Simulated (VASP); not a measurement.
A run of VASP 6.6.1 is set up as follows.

INCAR

```
SYSTEM = Yb
PREC     = Accurate       ! precision mode
ENCUT    = 520            ! plane-wave cutoff, eV
EDIFF    = 1E-7           ! SCF threshold, eV
ISMEAR   = -1             ! smearing method
SIGMA    = 0.05           ! smearing width, eV
LREAL    = .FALSE.        ! projectors in reciprocal space
LASPH    = .TRUE.         ! aspherical terms in the spheres
NELM     = 150            ! most SCF steps
ALGO     = Normal         ! electronic algorithm
ISIF     = 2              ! what is computed and relaxed
LWAVE    = .FALSE.        ! write WAVECAR
LCHARG   = .TRUE.         ! write CHGCAR
ISPIN    = 2              ! spin polarisation
MAGMOM   = 1              ! initial moments
LORBIT   = 11             ! projections on sites
LMAXMIX  = 6              ! l up to which the mixer works
GGA      = PS             ! functional
LELF     = .TRUE.         ! ELF
LVHAR    = .TRUE.       
NBANDS   = 22             ! bands
```

File KPOINTS:

```
Automatic mesh
0
G
  9 9 9
  0 0 0
```

The input POSCAR:

```
Yb
1.0
   -2.1657316470      2.1657316470      2.1657316470
    2.1657316470     -2.1657316470      2.1657316470
    2.1657316470      2.1657316470     -2.1657316470
Yb
1
Direct
    0.0000000000      0.0000000000      0.0000000000
```

Potentials or basis: VASP PAW PBE potentials, release 64 (Yb).

Run with:

```bash
$ cat potpaw_PBE.64/Yb/POTCAR > POTCAR
$ mpirun -np 1 vasp_std > vasp.out
```

**Question.** Estimate the pressure.

**Answer.** -3.5 GPa.

**Question.** Estimate the net moment.

**Answer.** 0.00 μB per cell.

Caveat: the PAW data sets were made with another functional, which shifts forces and pressure a little. The state reached can hang on the start; a lower one may exist.
